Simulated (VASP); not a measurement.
**Hf: single point with PBEsol**

The system is Hf.

```
Hf
1.0
     0.00000    2.20905    2.20905
     2.20905    0.00000    2.20905
     2.20905    2.20905    0.00000
Hf
1
Direct
  0.00000 0.00000 0.00000
```

```json
{"Program": "VASP 6.6.1", "Task": "single point", "Functional": "PBEsol", "Potentials or basis": "VASP PAW PBE potentials, release 64 (Hf_pv)", "Cutoff": "520 eV", "k mesh": "16 × 16 × 16", "Occupations": "gaussian, width 0.1 eV", "Spin": "no spin polarisation"}
```

```json
{
 "Pressure": "-0.4 GPa",
 "Band gap on the k mesh": "zero (band 5 reaches 6.24 eV, above the bottom of band 6 at 4.44 eV)"
}
```

Levels at points of the mesh, in eV from the Fermi level:
```csv
k point,band 3,band 4,band 5,band 6,band 7,band 8
"(0.00, 0.00, 0.00)",-29.83,-7.34,1.40,1.40,1.40,4.32
"(0.50, 0.00, 0.00)",-29.95,-3.75,0.73,1.16,1.16,6.57
"(0.50, 0.50, 0.00)",-30.16,-3.42,-2.27,2.74,6.57,7.23
```

Wall time 38 s on 1 thread of Intel Xeon 6975P-C (shared host), peak memory 0.16 GiB.

Caveat: the PAW data sets were made with another functional, which shifts forces and pressure a little; spin-orbit coupling is left out, which moves the levels of the heavy elements.
